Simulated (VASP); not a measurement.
The system is AlNi3.

```
CELL_PARAMETERS angstrom
0.00000 2.85684 2.85684
2.85684 0.00000 2.85684
2.85684 2.85684 0.00000
ATOMIC_POSITIONS crystal
Ni 0.75000 0.75000 0.75000
Ni 0.00000 0.00000 0.00000
Ni 0.25000 0.25000 0.25000
Al 0.50000 0.50000 0.50000
```

This cell differs from its parent crystal: volume scaled by 1.06.

Base run:

```yaml
Program: VASP 6.6.1
Functional: LDA
Potentials_or_basis: VASP PAW LDA potentials, release 64 (Ni, Al)
Cutoff: 520 eV
k_mesh: 8 × 8 × 8
Occupations: fermi-dirac, width 0.05 eV
Spin: collinear spin, ferromagnetic start
Starting_moments: "[1.0, 1.0, 1.0, 0.0] μB"
```

Its results: pressure -16.4 GPa; net moment 0.00 μB per cell.

Q: The run is repeated on the same cell with these changes: functional from LDA to PBEsol; potentials or basis from VASP PAW LDA potentials, release 64 (Ni, Al) to VASP PAW PBE potentials, release 64 (Ni, Al). What comes out?

A: Pressure -10.6 GPa; net moment 0.00 μB per cell.

Caveats: the PAW data sets were made with another functional, which shifts forces and pressure a little (some runs).
